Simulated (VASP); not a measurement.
# Bi (Im-3m) in VASP: further runs, part 2 of 3

VASP 6.6.1.

**4. Single point, BHLYP**

This run uses another cell than the first one, of 30.49 Å³/atom, 1.043 times its volume.

Contents of POSCAR:

```
Bi
1.0
   -1.9681319396      1.9681319396      1.9681319396
    1.9681319396     -1.9681319396      1.9681319396
    1.9681319396      1.9681319396     -1.9681319396
Bi
1
Direct
    0.0000000000      0.0000000000      0.0000000000
```

Contents of INCAR.step1:

```
ALGO = Normal
EDIFF = 1E-5
ENCUT = 520
GGA = PE
ISIF = 2
ISMEAR = -1
LASPH = True
LREAL = False
LWAVE = True
NBANDS = 14
NELM = 60
PREC = Accurate
SIGMA = 0.05
```

Contents of INCAR.step2:

```
AEXX = 0.5
AGGAC = 1.0
AGGAX = 0.5
ALDAC = 0.0
ALDAX = 0.5
ALGO = Normal
EDIFF = 1E-7
ENCUT = 520
GGA = B5
ISIF = 2
ISMEAR = -1
ISTART = 1
LASPH = True
LCHARG = True
LELF = True
LHFCALC = True
LREAL = False
LVHAR = True
LWAVE = False
NBANDS = 14
NELM = 60
PREC = Accurate
PRECFOCK = Normal
SIGMA = 0.05
```

Contents of KPOINTS:

```
k-points
0
Gamma
  5 5 5
```

Potentials or basis: VASP PAW PBE potentials, release 64 (Bi_d).

Launch:

```console
cat potpaw_PBE.64/Bi_d/POTCAR > POTCAR
cp INCAR.step1 INCAR
mpirun -np 1 vasp_std > vasp.out
cp INCAR.step2 INCAR
mpirun -np 1 vasp_std > vasp.out
```

OUTCAR:

```text
AEXX = 0.5
   EDIFF = 1E-7
   ENCUT = 520
   GGA = B5
   ISIF = 2
   ISMEAR = -1
   ISTART = 1
   LASPH = True
   LHFCALC = True
   LREAL = False
   NELM = 60
   PREC = Accurate
   PRECFOCK = Normal

 ion  position               nearest neighbor table
   1  0.000  0.000  0.000-

  LATTYP: Found a body centered cubic cell.
 ALAT       =     3.9362638792

  Lattice vectors:

 A1 = (  -1.9681319396,   1.9681319396,   1.9681319396)
 A2 = (   1.9681319396,  -1.9681319396,   1.9681319396)
 A3 = (   1.9681319396,   1.9681319396,  -1.9681319396)

Analysis of symmetry for initial positions (statically):
=====================================================================
 Subroutine PRICEL returns:
 Original cell was already a primitive cell.

 Routine SETGRP: Setting up the symmetry group for a
 body centered cubic supercell.

 Subroutine GETGRP returns: Found 48 space group operations
[... 9 lines left out ...]

 Routine SETGRP: Setting up the symmetry group for a
 body centered cubic supercell.

 Subroutine GETGRP returns: Found 48 space group operations
[... 11 lines left out ...]
                                     Primitive cell

  volume of cell :      30.4946

  direct lattice vectors                    reciprocal lattice vectors
    -1.968131940  1.968131940  1.968131940     0.000000000  0.254048009  0.254048009
     1.968131940 -1.968131940  1.968131940     0.254048009  0.000000000  0.254048009
     1.968131940  1.968131940 -1.968131940     0.254048009  0.254048009  0.000000000

  length of vectors
     3.408904515  3.408904515  3.408904515     0.359278139  0.359278139  0.359278139

  position of ions in fractional coordinates (direct lattice)
     0.000000000  0.000000000  0.000000000

  ion indices of the primitive-cell ions
   primitive index   ion index
                 1           1

----------------------------------------------------------------------------------------

 KPOINTS: k-points

Automatic generation of k-mesh.
 Grid dimensions read from file:
 generate k-points for:    5    5    5

 Generating k-lattice:

  Cartesian coordinates                     Fractional coordinates (reciprocal lattice)
     0.000000000  0.050809602  0.050809602     0.200000000  0.000000000  0.000000000
     0.050809602  0.000000000  0.050809602     0.000000000  0.200000000  0.000000000
     0.050809602  0.050809602  0.000000000     0.000000000  0.000000000  0.200000000

  Length of vectors
     0.071855628  0.071855628  0.071855628

  Shift w.r.t. Gamma in fractional coordinates (k-lattice)
     0.000000000  0.000000000  0.000000000

 Subroutine IBZKPT returns following result:
 ===========================================

 Found     10 irreducible k-points:

 Following reciprocal coordinates:
            Coordinates               Weight
  0.000000  0.000000  0.000000      1.000000
  0.200000  0.000000  0.000000     12.000000
  0.400000  0.000000  0.000000     12.000000
  0.200000  0.200000  0.000000     24.000000
  0.400000  0.200000  0.000000     24.000000
  0.200000  0.200000  0.200000      8.000000
 -0.200000  0.200000  0.200000      6.000000
 -0.400000  0.400000  0.200000     24.000000
 -0.400000 -0.400000  0.200000      8.000000
 -0.400000  0.400000  0.400000      6.000000
   k-points           NKPTS =     10   k-points in BZ     NKDIM =    125   number of bands    NBANDS=     14
   number of dos      NEDOS =    301   number of ions     NIONS =      1
   total plane-waves  NPLWV =  21952
   dimension x,y,z NGX =    28 NGY =   28 NGZ =   28
   dimension x,y,z NGXF=    56 NGYF=   56 NGZF=   56
   ions per type =               1
   NGX,Y,Z   is equivalent  to a cutoff of  13.66, 13.66, 13.66 a.u.
   NGXF,Y,Z  is equivalent  to a cutoff of  27.31, 27.31, 27.31 a.u.
 SYSTEM =  unknown system
   PREC   = accura    normal or accurate (medium, high low for compatibility)
   ISTART =      1    job   : 0-new  1-cont  2-samecut
   ICHARG =      0    charge: 1-file 2-atom 10-const
   ISPIN  =      1    spin polarized calculation?
   LNONCOLLINEAR =      F non collinear calculations
   LSORBIT =      F    spin-orbit coupling
   LASPH  =      T    aspherical Exc in radial PAW
   ENCUT  =  520.0 eV  38.22 Ry    6.18 a.u.   6.34  6.34  6.34*2*pi/ulx,y,z
   NELM   =     60;   NELMIN=  2; NELMDL=  0     # of ELM steps
   EDIFF  = 0.1E-06   stopping-criterion for ELM
   LREAL  =      F    real-space projection
   EDIFFG = 0.1E-05   stopping-criterion for IOM
   NSW    =      0    number of steps for IOM
   IBRION =     -1    ionic relax: 0-MD 1-quasi-New 2-CG
   NFREE  =      0    steps in history (QN), initial steepest desc. (CG)
   ISIF   =      2    stress and relaxation
   ISYM   =      3    0-nonsym 1-usesym 2-fastsym
   POTIM  = 0.5000    time-step for ionic-motion
   TEBEG  =    0.0;   TEEND  =   0.0 temperature during run
   PSTRESS=    0.0 pullay stress
   NELECT =      15.0000    total number of electrons
   NUPDOWN=      -1.0000    fix difference up-down
   EMIN   =  10.00;   EMAX   =-10.00  energy-range for DOS
   EFERMI =   0.00;   METHOD = LEGACY
   ISMEAR =    -1;   SIGMA  =   0.05  broadening in eV -4-tet -1-fermi 0-gaus
   EFERMI_NEDOS =   21; number of points for ismear=-14 and -15
   IALGO  =     38    algorithm
   IMIX   =      1    mixing-type and parameters
     AMIX     =   0.40;   BMIX     =  1.00
     AMIX_MAG =   1.60;   BMIX_MAG =  1.00
  volume/ion in A,a.u.               =      30.49       205.79
  Fermi-wavevector in a.u.,A,eV,Ry     =   1.292303  2.442099 22.722372  1.670047
  Thomas-Fermi vector in A             =   2.424019
   LORBIT       =      0    0 simple, 1 ext, 2 COOP (PROOUT), +10 PAW based schemes
   GGA     = B5    functional components
   LHFCALC =     T    Hartree Fock is set to
   PRECFOCK=normal    Normal, Fast or Accurate (Low or Medium for compatibility)
   ENCUT4O =  -1.0   cutoff for four orbital integrals eV
   NKREDX  =     1    reduce k-point grid by
   NKREDY  =     1    reduce k-point grid by
   NKREDZ  =     1    reduce k-point grid by
   AEXX    =    0.5000 exact exchange contribution
   HFSCREEN=    0.0000 screening length (either q_TF or 0.3 A-1)
   HFSCREENC=   0.0000 screening length for correlation (either q_TF or 0.3 A-1)
   ENCUTFOCK=  -1.0 apply spherical cutoff to Coloumb kernel
   IVDW    =     0    specifies the selected vdW correction
   LEPSILON=     F    determine dielectric tensor
   LRPA    =     F    only Hartree local field effects (RPA)
 non-spin polarized calculation
  energy-cutoff  :      520.00
  volume of cell :       30.49
 maximum number of plane-waves:       835
 NGX is ok and might be reduce to    28
  NGX = 20; NGY = 20; NGZ = 20

 number of electron      14.9999994 magnetization

 Free energy of the ion-electron system (eV)
  ---------------------------------------------------
  ext. energy  EPLUGINS =         0.00000000
  ---------------------------------------------------
  free energy    TOTEN  =        -5.28229200 eV

  energy without entropy =       -5.27587646  energy(sigma->0) =       -5.27908423

 E-fermi :   8.2329     XC(G=0):  -5.3998

 val. band max:        8.1252992549   @ k =  -0.4000   0.4000   0.2000
 cond. band min:       9.5674141742   @ k =   0.2000   0.2000   0.0000
 fundamental gap:      1.4421149193
 Fermi energy:         8.2328873650

 k-point     1 :       0.0000    0.0000    0.0000
  band No.  band energies     occupation
      1     -19.6945      2.00000
      2     -19.6945      2.00000
      3     -19.6945      2.00000
      4     -19.5267      2.00000
      5     -19.5267      2.00000
      6      -8.9881      2.00000
      7      15.7205      0.00000
      8      15.7205      0.00000
      9      15.7205      0.00000
     10      20.6092      0.00000
     11      21.6116      0.00000
     12      21.6116      0.00000
     13      21.6116      0.00000
     14      22.6446      0.00000

 k-point     2 :       0.2000    0.0000    0.0000
  band No.  band energies     occupation
      1     -19.7121      2.00000
      2     -19.6706      2.00000
      3     -19.6079      2.00000
      4     -19.5454      2.00000
      5     -19.5327      2.00000
      6      -8.0794      2.00000
      7      10.1269      0.00000
      8      13.6220      0.00000
      9      15.0073      0.00000
     10      18.4279      0.00000
[... 124 lines left out ...]
 k-point    10 :      -0.4000    0.4000    0.4000
  band No.  band energies     occupation
      1     -19.6887      2.00000
      2     -19.6736      2.00000
      3     -19.4912      2.00000
      4     -19.4912      2.00000
      5     -19.4854      2.00000
      6      -2.9023      2.00000
      7       5.1156      2.00000
      8       5.7841      2.00000
      9       5.7841      2.00000
     10      14.0092      0.00000
     11      15.9780      0.00000
     12      26.0737      0.00000
     13      27.2967      0.00000
     14      27.2967      0.00000

------------------------ aborting loop because EDIFF is reached ----------------------------------------

  FORCE on cell =-STRESS in cart. coord.  units (eV):
  Direction    XX          YY          ZZ          XY          YZ          ZX
  --------------------------------------------------------------------------------------
  -------------------------------------------------------------------------------------
  Total        0.1718261      0.1718261      0.1718261     -0.0000000      0.0000000     -0.0000000
  in kB        9.0277001      9.0277001      9.0277001     -0.0000000      0.0000000     -0.0000000
  external PRESSURE =       9.0277001 kB  Pullay stress =       0.0000000 kB

 VOLUME and BASIS-vectors are now :
 -----------------------------------------------------------------------------
  energy-cutoff  :      520.00
  volume of cell :       30.49
      direct lattice vectors                 reciprocal lattice vectors
    -1.968131940  1.968131940  1.968131940     0.000000000  0.254048009  0.254048009
     1.968131940 -1.968131940  1.968131940     0.254048009  0.000000000  0.254048009
     1.968131940  1.968131940 -1.968131940     0.254048009  0.254048009  0.000000000

 POSITION                                       TOTAL-FORCE (eV/Angst)
 -----------------------------------------------------------------------------------
      0.00000      0.00000      0.00000         0.000000      0.000000     -0.000000
 -----------------------------------------------------------------------------------
    total drift:                               -0.000000     -0.000000      0.000000

  FREE ENERGIE OF THE ION-ELECTRON SYSTEM (eV)
  ---------------------------------------------------
  free  energy   TOTEN  =        -5.2822920008 eV

  energy  without entropy=       -5.2758764592  energy(sigma->0) =       -5.27908423
```

OUTCAR.step1:

```text
EDIFF = 1E-5
   ENCUT = 520
   GGA = PE
   ISIF = 2
   ISMEAR = -1
   LASPH = True
[... 368 lines left out ...]

 POSITION                                       TOTAL-FORCE (eV/Angst)
 -----------------------------------------------------------------------------------
      0.00000      0.00000      0.00000         0.000000     -0.000000      0.000000
 -----------------------------------------------------------------------------------
    total drift:                               -0.000000     -0.000000     -0.000000

  FREE ENERGIE OF THE ION-ELECTRON SYSTEM (eV)
  ---------------------------------------------------
  free  energy   TOTEN  =        -3.6505235918 eV

  energy  without entropy=       -3.6276627005  energy(sigma->0) =       -3.63909315
```

OSZICAR.step1:

```text
N       E                     dE             d eps       ncg     rms          rms(c)
DAV:   1     0.121191599436E+03    0.12119E+03   -0.79853E+03   286   0.129E+03
DAV:   2     0.291995153053E+01   -0.11827E+03   -0.11471E+03   298   0.340E+02
DAV:   3    -0.350180595883E+01   -0.64218E+01   -0.63788E+01   370   0.797E+01
DAV:   4    -0.364869991826E+01   -0.14689E+00   -0.14682E+00   380   0.127E+01
DAV:   5    -0.365443043082E+01   -0.57305E-02   -0.57303E-02   410   0.216E+00    0.460E-01
DAV:   6    -0.365085362902E+01    0.35768E-02   -0.68254E-03   366   0.119E+00    0.273E-01
DAV:   7    -0.365044963149E+01    0.40400E-03   -0.45068E-03   346   0.934E-01    0.817E-02
DAV:   8    -0.365052469027E+01   -0.75059E-04   -0.45533E-04   384   0.300E-01    0.845E-03
DAV:   9    -0.365052359177E+01    0.10985E-05   -0.66236E-06   266   0.359E-02
   1 F= -.36505236E+01 E0= -.36390931E+01  d E =-.228609E-01
```

Wall time 10 min (1 thread of Intel Xeon Platinum 8488C (Sapphire Rapids), shared host); peak memory 0.16 GiB.

Results:

```
Free energy : -5.2823 eV
Pressure    : 0.9 GPa
```

Levels at points of the mesh, in eV from the Fermi level:
| k point | band 5 | band 6 | band 7 | band 8 | band 9 | band 10 |
| --- | --- | --- | --- | --- | --- | --- |
| (0.00, 0.00, 0.00) | -27.76 | -17.22 | 7.49 | 7.49 | 7.49 | 12.38 |

Caveat: the k points lie up to 0.45 Å⁻¹ apart; the PAW data sets were made with another functional, which shifts forces and pressure a little; spin-orbit coupling is left out, which moves the levels of the heavy elements.

**5. Single point, BHLYP**

This run uses another cell than the first one, of 31.12 Å³/atom, 1.064 times its volume.

Contents of POSCAR:

```
Bi
1.0
   -1.9814305318      1.9814305318      1.9814305318
    1.9814305318     -1.9814305318      1.9814305318
    1.9814305318      1.9814305318     -1.9814305318
Bi
1
Direct
    0.0000000000      0.0000000000      0.0000000000
```

Contents of INCAR.step1:

```
ALGO = Normal ; EDIFF = 1E-5
ENCUT = 520 ; GGA = PE
ISIF = 2 ; ISMEAR = -1
LASPH = True ; LREAL = False
LWAVE = True ; NBANDS = 14
NELM = 100 ; PREC = Accurate
SIGMA = 0.05
```

Contents of INCAR.step2:

```
AEXX = 0.5 ; AGGAC = 1.0
AGGAX = 0.5 ; ALDAC = 0.0
ALDAX = 0.5 ; ALGO = Normal
EDIFF = 1E-6 ; ENCUT = 520
GGA = B5 ; ISIF = 2
ISMEAR = -1 ; ISTART = 1
LASPH = True ; LCHARG = True
LELF = True ; LHFCALC = True
LREAL = False ; LVHAR = True
LWAVE = False ; NBANDS = 14
NELM = 100 ; PREC = Accurate
PRECFOCK = Normal ; SIGMA = 0.05
```

KPOINTS is that of step 4.

Launch:

```console
cat potpaw_PBE.64/Bi_d/POTCAR > POTCAR
cp INCAR.step1 INCAR
mpirun -np 1 vasp_std > vasp.out
cp INCAR.step2 INCAR
mpirun -np 1 vasp_std > vasp.out
```

Wall time 7 min (1 thread of Intel Xeon Platinum 8488C (Sapphire Rapids), shared host); peak memory 0.16 GiB.

Results (log left out):

- Free energy: -5.2311 eV
- Pressure: 1.3 GPa

Levels at points of the mesh, in eV from the Fermi level:
| k point | band 3 | band 4 | band 5 | band 6 | band 7 | band 8 | band 9 | band 10 | band 11 | band 12 |
| --- | --- | --- | --- | --- | --- | --- | --- | --- | --- | --- |
| (0.00, 0.00, 0.00) | -28.20 | -28.05 | -28.05 | -17.37 | 6.97 | 6.97 | 6.97 | 11.67 | 13.04 | 13.04 |

Caveat: the k points lie up to 0.45 Å⁻¹ apart; the PAW data sets were made with another functional, which shifts forces and pressure a little; spin-orbit coupling is left out, which moves the levels of the heavy elements.

[end of part 2 of 3]
